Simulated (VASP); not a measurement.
## Mg2ZnS3: relaxation of cell and atoms with PBE

Mg2ZnS3:

```
Mg Zn S
1.0
     6.49939    0.00000    0.00000
    -3.24969    5.62863    0.00000
     0.00000    0.00000    3.53714
Mg Zn S
2 1 3
Direct
  0.33333 0.66667 0.00000
  0.66667 0.33333 0.00000
  0.00000 0.00000 0.00000
  0.50000 0.00000 0.50000
  0.00000 0.50000 0.50000
  0.50000 0.50000 0.50000
```

The cell was built from a structure type or drawn by symmetry, and may not be a known phase.

```
Program                : VASP 6.6.1
Task                   : relaxation of cell and atoms
Functional             : PBE
Potentials or basis    : VASP PAW PBE potentials, release 64 (Mg_sv, Zn, S)
Cutoff                 : 750 eV
k mesh                 : 3 × 3 × 6
Occupations            : gaussian, width 0.1 eV
Spin                   : no spin polarisation
Dipole correction      : no
Mended                 : yes
Further INCAR settings : ALGO = Normal; EDIFF = 1e-07; IBRION = 2; EDIFFG = -0.04; NSW = 90; ISIF = 3
```

```
Relaxed volume                        : 21.12 Å³/atom
Relaxed cell                          : a = 6.382 Å, b = 6.382 Å, c = 3.592 Å, α = 90.00°, β = 90.00°, γ = 120.00°
Space group after relaxing (to 0.1 Å) : P6/mmm (No. 191)
Energy gained by relaxing             : 2.8 meV/atom
Ionic steps                           : 4
Pressure after relaxing               : 0.0 GPa
Band gap on the k mesh                : zero (bands 25 and 26 overlap by 0.76 eV)
```

Step by step:
| step | energy change (eV) | largest force (eV/Å) | pressure (GPa) | volume (Å³) |
| --- | --- | --- | --- | --- |
| 1 | 0.0000 | 0.0000 | -0.50 | 129.40 |
| 2 | -0.0085 | 0.0000 | -0.17 | 128.13 |
| 3 | -0.0139 | 0.0000 | 0.40 | 126.05 |
| 4 | -0.0166 | 0.0000 | -0.03 | 126.72 |

Final structure:
```
CELL_PARAMETERS angstrom
6.38231 0.00000 0.00000
-3.19116 5.52724 0.00000
0.00000 0.00000 3.59208
ATOMIC_POSITIONS crystal
Mg 0.33333 0.66667 0.00000
Mg 0.66667 0.33333 0.00000
Zn 0.00000 0.00000 0.00000
S 0.50000 0.00000 0.50000
S 0.00000 0.50000 0.50000
S 0.50000 0.50000 0.50000
```

Levels at points of the mesh, in eV from the Fermi level:
```csv
k point,band 23,band 24,band 25,band 26,band 27,band 28
"(0.00, 0.00, 0.00)",-0.87,-0.09,-0.09,0.05,3.11,5.35
"(0.00, 0.00, 0.50)",0.25,0.30,0.30,0.39,1.48,2.27
```

It took 3.1 min on 1 thread of Intel(R) Xeon(R) Platinum 8488C (Sapphire Rapids), with other jobs on the host, peak memory 0.39 GiB.

Caveat: the k points lie up to 0.38 Å⁻¹ apart in the final cell, too coarse for converged energies and pressures of a metal; semilocal functionals underestimate gaps, so a narrow gap can read as zero.
